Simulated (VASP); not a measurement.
A run of VASP 6.6.1:

File INCAR:

```
PREC = Accurate ; ENCUT = 520
EDIFF = 1E-8 ; ISMEAR = -1
SIGMA = 0.02 ; LREAL = F
LASPH = T ; NELM = 60
ALGO = Normal ; ISIF = 2
LWAVE = F ; LCHARG = F
GGA = CA ; LEFG = T
NBANDS = 14
```

KPOINTS

```
regular mesh
0
Gamma
  10 10 10
```

The input POSCAR:

```
NaF
1.0
    0.0464660000      2.3465330000      2.3465330000
    2.3465330000      0.0464660000      2.3465330000
    2.3465330000      2.3465330000      0.0464660000
Na F
1 1
Direct
    0.0000000000      0.0000000000      0.0000000000
    0.5000000000      0.5000000000      0.5000000000
```

Potentials or basis: VASP PAW LDA potentials, release 64 (Na_pv, F).

The run is started by

```sh
$ cat potpaw_LDA.64/Na_pv/POTCAR potpaw_LDA.64/F/POTCAR > POTCAR
$ mpirun -np 1 vasp_std > vasp.out
```

Hardware: 1 thread of AMD EPYC 7R13, on a shared host.

**Question.** Estimate the wall time of this run.

**Answer.** It took 110 s on 1 thread of AMD EPYC 7R13 (shared host), peak memory 0.13 GiB. Counts: scf iterations 14, k points 116.
